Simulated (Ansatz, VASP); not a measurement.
Na2SCl2 in VASP and in Ansatz

```xyz
5
Lattice="4.0274 0.0000 0.0000 0.0000 4.0274 0.0000 0.0000 0.0000 19.8776" Properties=species:S:1:pos:R:3 pbc="T T T"
Na    2.0137    2.0137    4.0000
Na    0.0000    0.0000    6.7773
Cl    0.0000    0.0000    4.0000
Cl    2.0137    2.0137    6.8776
S     4.0274    4.0274   10.5476
```

Alike in both runs: task single point; functional PBE; k mesh 7 × 7 × 1; occupations gaussian, width 0.05 eV; collinear spin.

|  | VASP | Ansatz |
| --- | --- | --- |
| version | VASP 6.6.1 | Ansatz 0.2.0 |
| potentials or method | VASP PAW PBE potentials, release 64 (Na_pv, Cl, S), cutoff 520 eV | scalar-relativistic, plane waves, PAW |
| valence electrons in the cell | 34 | 38 |

|  | VASP | Ansatz | Ansatz less VASP |
| --- | --- | --- | --- |
| gap on the k mesh at the Fermi level (eV) | none | none | - |
| rms of the force components (eV/Å) | 0.082 | 0.081 | -0.0007 |
| net moment per atom (μB) | 0.40 | 0.40 | 0.000 |
| size of the moment on the site where the two differ most (μB) | 1.16 | 1.85 | +0.693 |
| work function, face that differs most (eV) | 5.35 | 5.35 | -0.008 |

Site moments also hang on the region over which each program counts them. A gap of «none» marks a metal or a gap that the smearing closes. VASP's potentials hold 34 valence electrons a cell and Ansatz's 38, so a difference there can come from the potentials and not from the codes.
